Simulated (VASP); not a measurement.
BaP, 4 atoms in the cell. The structure is hexagonal, space group P6/mmm (No. 191). Conventional cell: a = 5.578 Å, b = 5.578 Å, c = 6.163 Å, α = 90.00°, β = 90.00°, γ = 120.00°. Ba (site symmetry -6m2) has 2 P at 3.08 Å and 3 Ba at 3.22 Å within 4.1 Å. Within 4.1 Å of P (site symmetry -6m2) lie 2 Ba at 3.08 Å and 3 P at 3.22 Å. The cell was built from a structure type or drawn by symmetry, and may not be a known phase.

| Item | Value |
| --- | --- |
| Program | VASP 6.6.1 |
| Task | single point |
| Functional | PBE |
| Potentials or basis | VASP PAW PBE potentials, release 64 (Ba_sv, P) |
| Cutoff | 520 eV |
| k mesh | 12 × 12 × 8 |
| Occupations | gaussian, width 0.1 eV |
| Spin | no spin polarisation |
| Dipole correction | no |
| Further INCAR settings | ALGO = Normal; EDIFF = 1e-06; NBANDS = 23 |

Potentials or basis: VASP PAW PBE potentials, release 64 (Ba_sv, P).

Launch:

```console
$ cat potpaw_PBE.64/Ba_sv/POTCAR potpaw_PBE.64/P/POTCAR > POTCAR
$ mpirun -np 1 vasp_std > vasp.out
```

Hardware: 1 thread of Intel(R) Xeon(R) Platinum 8488C (Sapphire Rapids) (shared host).

Q: How long does it take, and how much memory?

A: It took 4.4 min on 1 thread of Intel(R) Xeon(R) Platinum 8488C (Sapphire Rapids) (shared host), peak memory 0.49 GiB. Counts: scf iterations 15, k points 95.
